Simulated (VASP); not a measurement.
# Ir (I4/mmm) in VASP: further runs

The runs below take Ir through single point, with PBE.

All numbers are computed with VASP 6.6.1; they aren't measurements. Logs are shortened: lines on timing, memory, paths and dates and some standing lists are left out, and cuts for length are marked.

### Step 1. The cell of the first run

It takes space group I4/mmm (No. 139, tetragonal). The conventional cell has a = 2.900 Å, b = 2.900 Å, c = 3.171 Å, α = 90.00°, β = 90.00°, γ = 90.00°. Within 3.4 Å of Ir (site symmetry 4/mmm) lie 14 Ir at 2.59 to 3.17 Å.

### Step 2. Single point, PBE (13.34 Å³/atom)

INCAR reads:

```
SYSTEM = Ir
  ALGO = Fast
  EDIFF = 1E-7
  ENCUT = 520
  GGA = PE
  ISIF = 2
  ISMEAR = 0
  LASPH = .TRUE.
  LCHARG = .FALSE.
  LREAL = .FALSE.
  LWAVE = .FALSE.
  NBANDS = 10
  NELM = 100
  PREC = Accurate
  SIGMA = 0.15
```

KPOINTS reads:

```
k-points
0
G
  22 22 22
  0 0 0
```

POSCAR reads:

```
Ir
1.0
    0.0000000000      2.0508214137      1.5852849528
    2.0508214137      0.0000000000      1.5852849528
    2.0508214137      2.0508214137      0.0000000000
Ir
1
Direct
    0.0000000000      0.0000000000      0.0000000000
```

Potentials or basis: VASP PAW PBE potentials, release 64 (Ir).

On the command line:

```console
cat potpaw_PBE.64/Ir/POTCAR > POTCAR
mpirun -np 1 vasp_std > vasp.out
```

OUTCAR:

```text
SYSTEM = Ir
   EDIFF = 1E-7
   ENCUT = 520
   GGA = PE
   ISIF = 2
   ISMEAR = 0
   LASPH = .TRUE.
   LREAL = .FALSE.
   NELM = 100
   PREC = Accurate

 ion  position               nearest neighbor table
   1  0.000  0.000  0.000-

  LATTYP: Found a body centered tetragonal cell.
 ALAT       =     2.9002994573
 C/A-ratio  =     1.0931870837

  Lattice vectors:

 A1 = (   0.0000000000,  -2.0508214137,  -1.5852849528)
 A2 = (   0.0000000000,   2.0508214137,  -1.5852849528)
 A3 = (   2.0508214137,   0.0000000000,   1.5852849528)

Analysis of symmetry for initial positions (statically):
=====================================================================
 Subroutine PRICEL returns:
 Original cell was already a primitive cell.

 Routine SETGRP: Setting up the symmetry group for a
 body centered tetragonal supercell.

 Subroutine GETGRP returns: Found 16 space group operations
 (whereof 16 operations were pure point group operations)
 out of a pool of 16 trial point group operations.

The static configuration has the point symmetry D_4h.

Analysis of symmetry for dynamics (positions and initial velocities):
=====================================================================
 Subroutine PRICEL returns:
 Original cell was already a primitive cell.

 Routine SETGRP: Setting up the symmetry group for a
 body centered tetragonal supercell.

 Subroutine GETGRP returns: Found 16 space group operations
 (whereof 16 operations were pure point group operations)
 out of a pool of 16 trial point group operations.

The dynamic configuration has the point symmetry D_4h.

 Subroutine INISYM returns: Found 16 space group operations
 (whereof 16 operations are pure point group operations),
 and found     1 'primitive' translations

----------------------------------------------------------------------------------------

                                     Primitive cell

  volume of cell :      13.3350

  direct lattice vectors                    reciprocal lattice vectors
     0.000000000  2.050821414  1.585284953    -0.243804749  0.243804749  0.315400710
     2.050821414  0.000000000  1.585284953     0.243804749 -0.243804749  0.315400710
     2.050821414  2.050821414  0.000000000     0.243804749  0.243804749 -0.315400710

  length of vectors
     2.592102786  2.592102786  2.900299457     0.467289117  0.467289117  0.467289117

  position of ions in fractional coordinates (direct lattice)
     0.000000000  0.000000000  0.000000000

  ion indices of the primitive-cell ions
   primitive index   ion index
                 1           1

----------------------------------------------------------------------------------------

 KPOINTS: k-points

Automatic generation of k-mesh.
 Grid dimensions read from file:
 generate k-points for:   22   22   22

 Generating k-lattice:

  Cartesian coordinates                     Fractional coordinates (reciprocal lattice)
    -0.011082034  0.011082034  0.014336396     0.045454545  0.000000000  0.000000000
     0.011082034 -0.011082034  0.014336396     0.000000000  0.045454545  0.000000000
     0.011082034  0.011082034 -0.014336396     0.000000000  0.000000000  0.045454545

  Length of vectors
     0.021240414  0.021240414  0.021240414

  Shift w.r.t. Gamma in fractional coordinates (k-lattice)
     0.000000000  0.000000000  0.000000000

 Subroutine IBZKPT returns following result:
 ===========================================

 Found    834 irreducible k-points:

 Following reciprocal coordinates:
            Coordinates               Weight
  0.000000  0.000000  0.000000      1.000000
  0.045455  0.000000  0.000000      8.000000
  0.090909  0.000000  0.000000      8.000000
  0.136364  0.000000  0.000000      8.000000
  0.181818  0.000000  0.000000      8.000000
  0.227273  0.000000  0.000000      8.000000
[... 16 lines left out ...]
  0.500000  0.045455  0.000000      8.000000
 -0.454545  0.045455  0.000000      8.000000
 [... further k-points ...]
   k-points           NKPTS =    834   k-points in BZ     NKDIM =    834   number of bands    NBANDS=     10
   number of dos      NEDOS =    301   number of ions     NIONS =      1
   total plane-waves  NPLWV =   9600
   dimension x,y,z NGX =    20 NGY =   20 NGZ =   24
   dimension x,y,z NGXF=    40 NGYF=   40 NGZF=   48
   ions per type =               1
   NGX,Y,Z   is equivalent  to a cutoff of  12.83, 12.83, 13.76 a.u.
   NGXF,Y,Z  is equivalent  to a cutoff of  25.65, 25.65, 27.51 a.u.
 SYSTEM =  Ir
   PREC   = accura    normal or accurate (medium, high low for compatibility)
   ISTART =      0    job   : 0-new  1-cont  2-samecut
   ICHARG =      2    charge: 1-file 2-atom 10-const
   ISPIN  =      1    spin polarized calculation?
   LNONCOLLINEAR =      F non collinear calculations
   LSORBIT =      F    spin-orbit coupling
   LASPH  =      T    aspherical Exc in radial PAW
   ENCUT  =  520.0 eV  38.22 Ry    6.18 a.u.   4.82  4.82  5.39*2*pi/ulx,y,z
   NELM   =    100;   NELMIN=  2; NELMDL= -5     # of ELM steps
   EDIFF  = 0.1E-06   stopping-criterion for ELM
   LREAL  =      F    real-space projection
   EDIFFG = 0.1E-05   stopping-criterion for IOM
   NSW    =      0    number of steps for IOM
   IBRION =     -1    ionic relax: 0-MD 1-quasi-New 2-CG
   NFREE  =      0    steps in history (QN), initial steepest desc. (CG)
   ISIF   =      2    stress and relaxation
   ISYM   =      2    0-nonsym 1-usesym 2-fastsym
   POTIM  = 0.5000    time-step for ionic-motion
   TEBEG  =    0.0;   TEEND  =   0.0 temperature during run
   PSTRESS=    0.0 pullay stress
   NELECT =       9.0000    total number of electrons
   NUPDOWN=      -1.0000    fix difference up-down
   EMIN   =  10.00;   EMAX   =-10.00  energy-range for DOS
   EFERMI =   0.00;   METHOD = LEGACY
   ISMEAR =     0;   SIGMA  =   0.15  broadening in eV -4-tet -1-fermi 0-gaus
   EFERMI_NEDOS =   21; number of points for ismear=-14 and -15
   IALGO  =     68    algorithm
   IMIX   =      4    mixing-type and parameters
     AMIX     =   0.40;   BMIX     =  1.00
     AMIX_MAG =   1.60;   BMIX_MAG =  1.00
  volume/ion in A,a.u.               =      13.34        89.99
  Fermi-wavevector in a.u.,A,eV,Ry     =   1.436012  2.713669 28.056979  2.062130
  Thomas-Fermi vector in A             =   2.555247
   LORBIT       =      0    0 simple, 1 ext, 2 COOP (PROOUT), +10 PAW based schemes
   GGA     = PE    functional components
   LHFCALC =     F    Hartree Fock is set to
   AEXX    =    0.0000 exact exchange contribution
   IVDW    =     0    specifies the selected vdW correction
   LEPSILON=     F    determine dielectric tensor
   LRPA    =     F    only Hartree local field effects (RPA)
 non-spin polarized calculation
 RMM-DIIS sequential band-by-band and
 Gauss-broadening in eV      SIGMA  =   0.15
  energy-cutoff  :      520.00
  volume of cell :       13.34
 maximum number of plane-waves:       382
   NGX =  9   NGY =  9   NGZ = 11

 number of electron       8.9999999 magnetization

 Free energy of the ion-electron system (eV)
  ---------------------------------------------------
  ext. energy  EPLUGINS =         0.00000000
  ---------------------------------------------------
  free energy    TOTEN  =        -8.13928982 eV

  energy without entropy =       -8.12300556  energy(sigma->0) =       -8.13114769

 E-fermi :  11.2312     XC(G=0): -14.3272

 val. band max:       11.2303457931   @ k =   0.3182   0.1818   0.0909
 cond. band min:      11.2321241718   @ k =  -0.2727   0.1818   0.0909
 fundamental gap:      0.0017783787
 Fermi energy:        11.2312431822

 k-point     1 :       0.0000    0.0000    0.0000
  band No.  band energies     occupation
      1      -0.2985      2.00000
      2       6.8641      2.00000
      3       6.8641      2.00000
      4       7.7957      2.00000
      5       9.6532      2.00000
      6      11.1410      1.60505
      7      26.9656      0.00000
      8      28.8870      0.00000
      9      28.8870      0.00000
     10      39.0079      0.00000

 k-point     2 :       0.0455    0.0000    0.0000
  band No.  band energies     occupation
      1      -0.1969      2.00000
      2       6.8648      2.00000
      3       6.8927      2.00000
      4       7.8104      2.00000
      5       9.6131      2.00000
      6      11.1065      1.76040
      7      27.1206      0.00000
      8      28.9531      0.00000
      9      29.0469      0.00000
     10      37.5978      0.00000

 k-point     3 :       0.0909    0.0000    0.0000
  band No.  band energies     occupation
      1       0.1004      2.00000
      2       6.8600      2.00000
      3       6.9215      2.00000
      4       7.9156      2.00000
      5       9.5112      2.00000
      6      11.0204      1.95321
      7      27.5302      0.00000
      8      29.0847      0.00000
      9      29.5188      0.00000
     10      36.2111      0.00000

 k-point     4 :       0.1364    0.0000    0.0000
  band No.  band energies     occupation
      1       0.5697      2.00000
      2       6.8349      2.00000
      3       6.8450      2.00000
      4       8.2264      2.00000
      5       9.4004      2.00000
      6      10.9196      1.99670
      7      28.0105      0.00000
      8      29.0861      0.00000
      9      30.2799      0.00000
     10      35.3554      0.00000
[... 222 lines left out ...]
 k-point    22 :       0.4545    0.0455    0.0000
  band No.  band energies     occupation
      1       2.8597      2.00000
      2       5.5653      2.00000
      3       9.4864      2.00000
      4       9.5309      2.00000
      5      12.0195      0.00000
      6      13.3974      0.00000
      7      20.4403      0.00000
      8      25.0073      0.00000
      9      29.9665      0.00000
     10      35.5097      0.00000

 k-point    23 :       0.5000    0.0455    0.0000
  band No.  band energies     occupation
      1       2.8399      2.00000
      2       5.5238      2.00000
      3       9.3148      2.00000
      4      10.0195      2.00000
      5      12.2244      0.00000
      6      13.5793      0.00000
      7      19.8988      0.00000
      8      24.8314      0.00000
      9      29.6767      0.00000
     10      35.1718      0.00000

 k-point    24 :      -0.4545    0.0455    0.0000
  band No.  band energies     occupation
      1       2.8549      2.00000
      2       5.5475      2.00000
      3       9.0788      2.00000
      4      10.1964      2.00000
      5      11.9951      0.00000
      6      13.3563      0.00000
      7      20.2748      0.00000
      8      24.9124      0.00000
      9      30.0409      0.00000
     10      35.1791      0.00000

 [... further k-points ...]

------------------------ aborting loop because EDIFF is reached ----------------------------------------

  FORCE on cell =-STRESS in cart. coord.  units (eV):
  Direction    XX          YY          ZZ          XY          YZ          ZX
  --------------------------------------------------------------------------------------
  -------------------------------------------------------------------------------------
  Total        2.5224516      2.5224516      7.0097894      0.0000000      0.0000000     -0.0000000
  in kB      303.0682259    303.0682259    842.2141534      0.0000000      0.0000000     -0.0000000
  external PRESSURE =     482.7835350 kB  Pullay stress =       0.0000000 kB

 VOLUME and BASIS-vectors are now :
 -----------------------------------------------------------------------------
  energy-cutoff  :      520.00
  volume of cell :       13.34
      direct lattice vectors                 reciprocal lattice vectors
     0.000000000  2.050821414  1.585284953    -0.243804749  0.243804749  0.315400710
     2.050821414  0.000000000  1.585284953     0.243804749 -0.243804749  0.315400710
     2.050821414  2.050821414  0.000000000     0.243804749  0.243804749 -0.315400710

 POSITION                                       TOTAL-FORCE (eV/Angst)
 -----------------------------------------------------------------------------------
      0.00000      0.00000      0.00000         0.000000      0.000000     -0.000000
 -----------------------------------------------------------------------------------
    total drift:                               -0.000000      0.000000      0.000000

  FREE ENERGIE OF THE ION-ELECTRON SYSTEM (eV)
  ---------------------------------------------------
  free  energy   TOTEN  =        -8.1392898186 eV

  energy  without entropy=       -8.1230055616  energy(sigma->0) =       -8.13114769
```

It took 68 s on 1 thread of Intel Xeon 6975P-C (Granite Rapids), shared host; peak memory 0.24 GiB.

Results:

| Property | Result |
| --- | --- |
| Free energy | -8.1393 eV |
| Pressure | 48.3 GPa |
| Band gap on the k mesh | zero (an odd number of electrons rules out a gap without spin polarisation) |

Caveat: the stress differs along the axes, from 30 to 84 GPa; spin-orbit coupling is left out, which moves the levels of the heavy elements.

### Step 3. Single point, PBE (13.34 Å³/atom)

INCAR reads:

```
SYSTEM = Ir
ALGO = Normal
EDIFF = 1E-6
ENCUT = 520
GGA = PE
ISIF = 2
ISMEAR = 0
LASPH = .True.
LCHARG = .True.
LELF = .True.
LREAL = .False.
LVHAR = .True.
LWAVE = .False.
NBANDS = 10
NELM = 100
PREC = Accurate
SIGMA = 0.15
```

KPOINTS reads:

```
k-points
0
Gamma
  22 22 22
  0 0 0
```

POSCAR reads:

```
Ir
1.0
    0.0000000000      1.9147421001      1.8186220467
    1.9147421001      0.0000000000      1.8186220467
    1.9147421001      1.9147421001      0.0000000000
Ir
1
Direct
    0.0000000000      0.0000000000      0.0000000000
```

Potentials or basis: VASP PAW PBE potentials, release 64 (Ir).

On the command line:

```console
cat potpaw_PBE.64/Ir/POTCAR > POTCAR
mpirun -np 1 vasp_std > vasp.out
```

It took 33 s on 1 thread of Intel Xeon 6975P-C (Granite Rapids), shared host; peak memory 0.23 GiB.

It converged, with:

* Free energy: -8.6944 eV
* Pressure: 37.7 GPa
* Band gap on the k mesh: zero (an odd number of electrons rules out a gap without spin polarisation)

Stress tensor (GPa, compression positive):
```
30.45  0.00  0.00
 0.00 30.45  0.00
 0.00  0.00 52.26
```

Levels at points of the mesh, in eV from the Fermi level:
```tsv
k point	band 2	band 3	band 4	band 5	band 6	band 7
(0.00, 0.00, 0.00)	-4.43	-4.43	-3.73	-1.75	-0.82	14.27
(0.50, 0.00, 0.00)	-4.73	-3.94	-0.87	0.82	1.26	7.96
(0.50, 0.50, 0.00)	-8.04	0.97	1.72	1.72	2.53	11.40
(0.50, 0.00, 0.50)	-7.93	0.99	1.31	1.36	2.00	10.93
```

Caveat: the stress differs along the axes, from 30 to 52 GPa; spin-orbit coupling is left out, which moves the levels of the heavy elements.

### Step 4. Single point, PBE (13.33 Å³/atom)

INCAR reads:

```
PREC = Accurate
ENCUT = 520
EDIFF = 1E-6
ISMEAR = 0
SIGMA = 0.15
LREAL = F
LASPH = T
NELM = 100
ALGO = Normal
ISIF = 2
LWAVE = F
LCHARG = F
GGA = PE
NBANDS = 10
```

KPOINTS reads:

```
regular mesh
0
Gamma
  22 22 22
```

POSCAR reads:

```
Ir
1.0
    0.0000000000      2.1964674419      1.3820173145
    2.1964674419      0.0000000000      1.3820173145
    2.1964674419      2.1964674419      0.0000000000
Ir
1
Direct
    0.0000000000      0.0000000000      0.0000000000
```

On the command line:

```console
cat potpaw_PBE.64/Ir/POTCAR > POTCAR
mpirun -np 1 vasp_std > vasp.out
```

It took 34 s on 1 thread of Intel Xeon 6975P-C (Granite Rapids), shared host; peak memory 0.23 GiB.

Results (log left out):

* Free energy: -8.1785 eV
* Pressure: 48.7 GPa
* Band gap on the k mesh: zero (an odd number of electrons rules out a gap without spin polarisation)

Stress tensor (GPa, compression positive):
```
61.75  0.00  0.00
 0.00 61.75  0.00
 0.00  0.00 22.67
```

Levels at points of the mesh, in eV from the Fermi level:
```tsv
k point	band 2	band 3	band 4	band 5	band 6	band 7
(0.00, 0.00, 0.00)	-4.83	-3.40	-3.40	-1.90	0.35	16.24
(0.50, 0.00, 0.00)	-6.52	-0.74	0.25	0.96	2.62	9.52
(0.50, 0.50, 0.00)	-7.93	1.68	1.68	2.27	7.14	7.14
(0.50, 0.00, 0.50)	-4.98	-2.12	-0.69	-0.43	2.41	8.36
```

Caveat: the stress differs along the axes, from 23 to 62 GPa; spin-orbit coupling is left out, which moves the levels of the heavy elements.

### Step 5. Single point, PBE (13.33 Å³/atom)

INCAR reads:

```
SYSTEM = Ir
PREC = Accurate
ENCUT = 520
EDIFF = 1E-6
ISMEAR = 0
SIGMA = 0.15
LREAL = .FALSE.
LASPH = .TRUE.
NELM = 100
ALGO = Fast
ISIF = 2
LWAVE = .FALSE.
LCHARG = .FALSE.
GGA = PE
NBANDS = 10
```

KPOINTS reads:

```
regular mesh
0
G
  22 22 22
  0 0 0
```

POSCAR reads:

```
Ir
1.0
    0.0000000000      1.9815770352      1.6980133615
    1.9815770352      0.0000000000      1.6980133615
    1.9815770352      1.9815770352      0.0000000000
Ir
1
Direct
    0.0000000000      0.0000000000      0.0000000000
```

On the command line:

```console
cat potpaw_PBE.64/Ir/POTCAR > POTCAR
mpirun -np 1 vasp_std > vasp.out
```

It took 44 s on 1 thread of Intel Xeon 6975P-C (Granite Rapids), shared host; peak memory 0.24 GiB.

Results (log left out):

* Free energy: -8.4689 eV
* Pressure: 42.2 GPa
* Band gap on the k mesh: zero (an odd number of electrons rules out a gap without spin polarisation)

Stress tensor (GPa, compression positive):
```
24.44  0.00  0.00
 0.00 24.44  0.00
 0.00  0.00 77.86
```

Levels at points of the mesh, in eV from the Fermi level:
| k point | band 2 | band 3 | band 4 | band 5 | band 6 | band 7 |
| --- | --- | --- | --- | --- | --- | --- |
| (0.00, 0.00, 0.00) | -4.59 | -4.59 | -2.70 | -2.67 | -0.22 | 14.74 |
| (0.50, 0.00, 0.00) | -5.37 | -2.92 | -0.74 | 0.37 | 1.79 | 8.22 |
| (0.50, 0.50, 0.00) | -8.11 | 1.08 | 1.79 | 1.79 | 4.32 | 10.24 |
| (0.50, 0.00, 0.50) | -7.58 | 0.67 | 0.69 | 0.72 | 2.45 | 10.15 |

Caveat: the stress differs along the axes, from 24 to 78 GPa; spin-orbit coupling is left out, which moves the levels of the heavy elements.

(Part 1 of 2 ends here.)
